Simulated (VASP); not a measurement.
Write the native input for VASP 6.6.1 that does the following.

* Task: single point
* Functional: PBEsol
* Potentials or basis: VASP PAW PBE potentials, release 64 (Zn)
* Cutoff: 520 eV
* k mesh: 22 × 22 × 22
* Occupations: gaussian, width 0.15 eV
* Spin: no spin polarisation
* Dipole correction: no
* Further INCAR settings: ALGO = Fast; EDIFF = 1e-06; NBANDS = 12

The structure of Zn lies in POSCAR:

```
Zn
1.0
   -2.1636052694      1.6008232115      1.6008232115
    1.6008232115     -2.1636052694      1.6008232115
    1.6008232115      1.6008232115     -2.1636052694
Zn
1
Direct
    0.0000000000      0.0000000000      0.0000000000
```

One way to write it, as run:

INCAR

```
ALGO = Fast
EDIFF = 1E-6
ENCUT = 520
GGA = PS
ISIF = 2
ISMEAR = 0
LASPH = T
LCHARG = F
LREAL = F
LWAVE = F
NBANDS = 12
NELM = 100
PREC = Accurate
SIGMA = 0.15
```

KPOINTS

```
k-points
0
Gamma
  22 22 22
```

Potentials or basis: VASP PAW PBE potentials, release 64 (Zn).

The run is started by

```console
$ cat potpaw_PBE.64/Zn/POTCAR > POTCAR
$ mpirun -np 1 vasp_std > vasp.out
```

It gave:

```
Pressure               : 81.5 GPa
Band gap on the k mesh : zero (band 6 reaches 7.20 eV, above the bottom of band 7 at -1.14 eV)
```

Caveat: the PAW data sets were made with another functional, which shifts forces and pressure a little.

Run time: 2.3 min on 1 thread of Intel(R) Xeon(R) Platinum 8488C (Sapphire Rapids) (shared host), peak memory 0.28 GiB.
